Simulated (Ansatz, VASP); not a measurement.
**One calculation of KI, two programs**

```
CELL_PARAMETERS angstrom
0.00000 3.54428 3.68641
3.54428 0.00000 3.68641
3.54428 3.54428 0.00000
ATOMIC_POSITIONS crystal
K 0.00000 0.00000 0.00000
I 0.50000 0.50000 0.50000
```

Change from the starting cell: uniaxial_z strain +4.0%.

Alike in both runs: task single point; functional HSE06; k mesh 4 × 4 × 4; no spin polarisation.

|  | VASP | Ansatz |
| --- | --- | --- |
| version | VASP 6.6.1 | Ansatz 0.2.0 |
| potentials or method | VASP PAW PBE potentials, release 64 (K_sv, I) | plane waves, PAW |
| plane-wave cutoff (eV) | 520 | 420 |
| occupations | gaussian, width 0.01 eV | fixed |
| valence electrons in the cell | 16 | 26 |

|  | VASP | Ansatz | Ansatz less VASP |
| --- | --- | --- | --- |
| gap on the k mesh at the Fermi level (eV) | 4.83 | 4.84 | +0.010 |
| pressure (GPa) | -0.1 | -0.1 | 0.00 |
| traceless stress, the component that is largest in VASP (GPa) | -0.49 | -0.48 | +0.003 |

VASP's potentials hold 16 valence electrons a cell and Ansatz's 26, so a difference there can come from the potentials and not from the codes. Ansatz's warnings: stress exchange threshold loose, stress scf threshold loose.

Neither program's run includes spin-orbit coupling.
